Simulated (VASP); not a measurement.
A run of VASP 6.6.1 is set up as follows.

File INCAR:

```
SYSTEM = Ir
ALGO = Normal
EDIFF = 1E-6
ENCUT = 560
GGA_COMPAT = .FALSE.
ISIF = 2
ISMEAR = 0
LASPH = .TRUE.
LCHARG = .TRUE.
LELF = .TRUE.
LREAL = .FALSE.
LVHAR = .TRUE.
LWAVE = .FALSE.
NBANDS = 14
NELM = 120
PREC = Accurate
SIGMA = 0.15
```

The input KPOINTS:

```
k-points
0
G
  22 22 22
  0 0 0
```

Contents of POSCAR:

```
Ir
1.0
    0.0000000000      2.1120105870      1.5508493740
    2.1120105870      0.0000000000      1.5508493740
    2.1120105870      2.1120105870      0.0000000000
Ir
1
Direct
    0.0000000000      0.0000000000      0.0000000000
```

Potentials or basis: VASP PAW LDA potentials, release 64 (Ir_sv_GW).

Command:

```sh
$ cat potpaw_LDA.64/Ir_sv_GW/POTCAR > POTCAR
$ mpirun -np 1 vasp_std > vasp.out
```

(1) Estimate the band gap on the k mesh.

(2) Estimate the pressure.

Answers

(1) zero (an odd number of electrons rules out a gap without spin polarisation).

(2) 12.5 GPa.

Caveat: the stress differs along the axes, from 4 to 30 GPa; spin-orbit coupling is left out, which moves the levels of the heavy elements.
